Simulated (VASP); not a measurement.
A run of VASP 6.6.1 is set up as follows.

The input POSCAR:

```
NaCl
1.0
    2.8039807854      2.8039807854      0.0000000000
   -2.8039807854      2.8039807854      0.0000000000
    0.0000000000      2.8039807854      2.8039807854
Na Cl
1 1
Direct
    0.0000000000      0.0000000000      0.0000000000
    0.5000000000      0.5000000000      0.0000000000
```

File INCAR.step1:

```
SYSTEM = NaCl
PREC = Accurate
ENCUT = 550
ISMEAR = 0
SIGMA = 0.01
LREAL = .False.
LASPH = .True.
NELM = 120
GGA = PE
ALGO = Normal
EDIFF = 1E-5
LWAVE = .True.
LCHARG = .False.
GGA_COMPAT = .False.
IBRION = 2
ISIF = 3
EDIFFG = -0.005
NELMIN = 4
NSW = 100
```

File INCAR.step2:

```
SYSTEM = NaCl
PREC = Accurate
ENCUT = 550
EDIFF = 1E-7
ISMEAR = 0
SIGMA = 0.01
LREAL = .False.
LASPH = .True.
NELM = 120
ALGO = Normal
ISIF = 3
LWAVE = .False.
LCHARG = .False.
METAGGA = R2SCAN
LMIXTAU = .True.
IBRION = 2
NSW = 100
EDIFFG = -0.002
PSTRESS = 20.0
ISTART = 1
GGA_COMPAT = .False.
NELMIN = 4
```

File KPOINTS:

```
Automatic mesh
0
Gamma
  8 8 8
  0 0 0
```

Potentials or basis: VASP PAW PBE potentials, release 64 (Na_pv, Cl).

The run is started by

```sh
$ cat potpaw_PBE.64/Na_pv/POTCAR potpaw_PBE.64/Cl/POTCAR > POTCAR
$ cp INCAR.step1 INCAR
$ mpirun -np 1 vasp_std > vasp.out
$ cp INCAR.step2 INCAR
$ mpirun -np 1 vasp_std > vasp.out
```

(1) What does it give for the space group after relaxing (to 0.1 Å)?

(2) Predict the band gap on the k mesh.

## Answers

(1) Fm-3m (No. 225).

(2) 6.31 eV.

Caveat: the cell is relaxed towards a set pressure, so the run minimises the enthalpy, not the energy.
